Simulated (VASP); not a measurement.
Set up this calculation in VASP 6.6.1, as the native input.

```yaml
Task: electric field gradients
Functional: RPBE
Potentials_or_basis: VASP PAW PBE potentials, release 64 (In_d)
Cutoff: 520 eV
k_mesh: 6 × 6 × 6
Occupations: methfessel-paxton, width 0.01 eV
Spin: non-collinear spin, zero start, spin-orbit coupling
Starting_moments: "[[0.0, 0.0, 0.0]] μB"
Dipole_correction: no
Further_INCAR_settings: ALGO = Normal; EDIFF = 1e-08; NBANDS = 24
```

The structure of In lies in POSCAR:

```
In
1.0
   -2.0278888410      2.0278888410      2.0278888410
    2.0278888410     -2.0278888410      2.0278888410
    2.0278888410      2.0278888410     -2.0278888410
In
1
Direct
    0.0000000000      0.0000000000      0.0000000000
```

The input as run:

INCAR

```
SYSTEM = In
  ALGO = Normal
  EDIFF = 1E-8
  ENCUT = 520
  GGA = RP
  GGA_COMPAT = .False.
  ISIF = 2
  ISMEAR = 1
  LASPH = .True.
  LCHARG = .False.
  LEFG = .True.
  LORBIT = 11
  LORBMOM = .True.
  LREAL = .False.
  LSORBIT = .True.
  LWAVE = .False.
  MAGMOM = 0 0 0
  NBANDS = 24
  NELM = 150
  PREC = Accurate
  SIGMA = 0.01
```

KPOINTS

```
k-points
0
Gamma
  6 6 6
  0 0 0
```

Potentials or basis: VASP PAW PBE potentials, release 64 (In_d).

Command:

```console
$ cat potpaw_PBE.64/In_d/POTCAR > POTCAR
$ mpirun -np 1 vasp_ncl > vasp.out
```

It gave:

```json
{
  "Pressure": "-3.3 GPa",
  "Net moment": "0.00 μB per cell",
  "Valence electrons inside the program's atomic spheres": "In 11.23"
}
```

Caveat: the k points lie up to 0.37 Å⁻¹ apart; without QUAD_EFG the Cq values of the log hold for a quadrupole moment of 1 mb, not for the nuclei; the PAW data sets were made with another functional, which shifts forces and pressure a little.

Run time: 65 s on 1 thread of AMD EPYC 7R13, with other jobs on the host, peak memory 0.21 GiB.
